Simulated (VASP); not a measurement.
Input of a VASP 6.6.1 run:

The input INCAR:

```
  PREC = Accurate
  ENCUT = 520
  EDIFF = 1E-6
  ISMEAR = 0
  SIGMA = 0.1
  LREAL = False
  LASPH = True
  NELM = 80
  ALGO = Normal
  ISIF = 2
  LWAVE = False
  LCHARG = False
  GGA = PS
  NBANDS = 16
```

Contents of KPOINTS:

```
regular mesh
0
Gamma
  12 12 7
```

File POSCAR:

```
IrOs
1.0
    2.7205642713      0.0000000000      0.0000000000
   -1.3602826314      2.3560782829      0.0000000000
    0.0000000000      0.0000000000      4.3242351917
Os Ir
1 1
Direct
    0.3333333333      0.6666666667      0.0000000000
    0.6666666667      0.3333333333      0.5000000000
```

Potentials or basis: VASP PAW PBE potentials, release 64 (Os, Ir).

Run with:

```bash
$ cat potpaw_PBE.64/Os/POTCAR potpaw_PBE.64/Ir/POTCAR > POTCAR
$ mpirun -np 1 vasp_std > vasp.out
```

Estimate the pressure.

4.3 GPa.

Stress tensor (GPa, compression positive):
```
2.88 0.00 0.00
0.00 2.88 0.00
0.00 0.00 7.08
```

Caveat: the PAW data sets were made with another functional, which shifts forces and pressure a little.
